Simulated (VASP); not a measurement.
Ti, 1 atom in the cell. It takes space group Im-3m (No. 229, cubic). The conventional cell has a = 2.884 Å, b = 2.884 Å, c = 2.884 Å, α = 90.00°, β = 90.00°, γ = 90.00°. Ti (site symmetry m-3m) has 14 Ti at 2.50 to 2.88 Å within 3.3 Å. This isn't the form of Ti at room conditions, which is hcp.

- Program: VASP 6.6.1
- Task: single point
- Functional: PBE
- Potentials or basis: VASP PAW PBE potentials, release 64 (Ti_sv)
- Cutoff: 520 eV
- k mesh: 19 × 19 × 19
- Occupations: fermi-dirac, width 0.1 eV
- Spin: no spin polarisation
- Dipole correction: no
- Further INCAR settings: ALGO = Normal; EDIFF = 1e-06; NBANDS = 12

Potentials or basis: VASP PAW PBE potentials, release 64 (Ti_sv).

The run is started by

```bash
$ cat potpaw_PBE.64/Ti_sv/POTCAR > POTCAR
$ mpirun -np 1 vasp_std > vasp.out
```

Hardware: 1 thread of Intel Xeon 8259CL, with other jobs on the host.

How long does it take, and how much memory?

Wall time 41 s on 1 thread of Intel Xeon 8259CL, on a shared host, peak memory 0.15 GiB. Counts: scf iterations 12, k points 220.
